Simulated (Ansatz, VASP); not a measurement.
**Two plane-wave programs on Na**

File INCAR:

```
ALGO = Fast
EDIFF = 1E-6
ENCUT = 520
GGA = PS
ISIF = 2
ISMEAR = 0
LASPH = T
LCHARG = T
LELF = T
LREAL = F
LVHAR = T
LWAVE = F
NBANDS = 14
NELM = 80
PREC = Accurate
SIGMA = 0.1
```

Contents of KPOINTS:

```
k-points
0
Gamma
  14 14 14
```

The input POSCAR:

```
Na
1.0
   -2.0328475814      2.0328475814      7.4072533765
    2.0328475814     -2.0328475814      7.4072533765
    2.0328475814      2.0328475814     -7.4072533765
Na
2
Direct
    0.2500000000      0.7500000000      0.5000000000
    0.5000000000      0.5000000000      0.0000000000
```

Input for Ansatz:

```yaml
crystal:
  lattice:
    - [-2.0328475814, 2.0328475814, 7.4072533765]
    - [2.0328475814, -2.0328475814, 7.4072533765]
    - [2.0328475814, 2.0328475814, -7.4072533765]
  atoms:
    - { symbol: Na, position: [0.25, 0.75, 0.5] }
    - { symbol: Na, position: [0.5, 0.5, 0.0] }
basis:
  ecutwfc: 420
kpoints:
  mp_grid: { grid: [14, 14, 14] }
hamiltonian:
  xc: pbesol
scf:
  occupations: { method: gaussian, width: 0.1 }
output:
  forces: true
  stress: true
  eigenvalues: true
  populations: true
  write_density: true
  write_potential: true
  elf: true
  volumetric_format: npy
```

Alike in both runs: task single point; functional PBEsol; k mesh 14 × 14 × 14; occupations gaussian, width 0.1 eV; no spin polarisation.

|  | VASP | Ansatz |
| --- | --- | --- |
| version | VASP 6.6.1 | Ansatz 0.2.0 |
| potentials or method | VASP PAW PBE potentials, release 64 (Na_pv), cutoff 520 eV | scalar-relativistic, plane waves, PAW |
| valence electrons in the cell | 14 | 18 |

|  | VASP | Ansatz | Ansatz less VASP |
| --- | --- | --- | --- |
| gap on the k mesh at the Fermi level (eV) | none | none | - |
| pressure (GPa) | -1.4 | -1.4 | +0.02 |
| traceless stress, the component that is largest in VASP (GPa) | -0.10 | -0.10 | +0.003 |

VASP's potentials were made for PBE, not for PBEsol. A gap of «none» marks a metal or a gap that the smearing closes. VASP's potentials hold 14 valence electrons a cell and Ansatz's 18, so a difference there can come from the potentials and not from the codes.
